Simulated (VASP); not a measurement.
Ir2C3:

```
Ir C
1.0
     2.51970    1.45475    4.58623
    -2.51970    1.45475    4.58623
     0.00000   -2.90950    4.58623
Ir C
4 6
Direct
  0.85218 0.85218 0.85218
  0.64782 0.64782 0.64782
  0.14782 0.14782 0.14782
  0.35218 0.35218 0.35218
  0.05625 0.44375 0.75000
  0.75000 0.05625 0.44375
  0.44375 0.75000 0.05625
  0.94375 0.55625 0.25000
  0.25000 0.94375 0.55625
  0.55625 0.25000 0.94375
```

```yaml
Program: VASP 6.6.1
Task: relaxation of cell and atoms
Functional: PBE
Potentials_or_basis: VASP PAW PBE potentials, release 64 (Ir, C)
Cutoff: 600 eV
k_mesh: 6 × 6 × 6
Occupations: gaussian, width 0.1 eV
Spin: no spin polarisation
```

At the start: pressure 39.3 GPa; volume 10.09 Å³/atom.

Task: Where does the relaxation end?

Result: Over 14 steps the energy falls by 371.6 meV/atom and the volume is 11.17 Å³/atom (+10.7 %); space group R-3c (No. 167, to 0.1 Å) before and after.

Step by step:
| step | energy change (eV) | largest force (eV/Å) | pressure (GPa) | volume (Å³) |
| --- | --- | --- | --- | --- |
| 1 | 0.0000 | 3.1184 | 39.31 | 100.87 |
| 2 | 1.0671 | 1.4545 | -38.12 | 141.46 |
| 3 | -2.2349 | 2.0205 | -10.41 | 116.76 |
| 4 | -2.2456 | 2.0645 | -8.17 | 115.68 |
| 5 | -3.3811 | 0.9955 | -1.53 | 113.35 |
| 6 | -3.5232 | 1.1577 | 2.56 | 112.25 |
| 7 | -3.6373 | 0.2336 | -6.23 | 114.44 |
| 8 | -3.6585 | 0.1767 | -3.97 | 113.82 |
| 9 | -3.6845 | 0.2811 | 3.26 | 110.41 |
| 10 | -3.7045 | 0.1800 | 0.29 | 111.71 |
| 11 | -3.7140 | 0.0898 | -0.28 | 111.85 |
| 12 | -3.7149 | 0.1013 | -0.52 | 111.91 |
| 13 | -3.7148 | 0.0378 | 0.96 | 111.41 |
| 14 | -3.7158 | 0.0353 | 0.23 | 111.67 |

Final structure:
```xyz
10
Lattice="2.5980 1.4999 4.7761 -2.5980 1.4999 4.7761 0.0000 -2.9999 4.7761" Properties=species:S:1:pos:R:3 pbc="T T T"
Ir    0.0000    0.0000   12.1181
Ir    0.0000    0.0000    9.3744
Ir    0.0000    0.0000    2.2103
Ir    0.0000    0.0000    4.9539
C    -0.7616   -1.4999    5.9701
C     1.6798    0.0904    5.9701
C    -0.9182    1.4095    5.9701
C     0.7616    1.4999    8.3582
C    -1.6798   -0.0904    8.3582
C     0.9182   -1.4095    8.3582
```
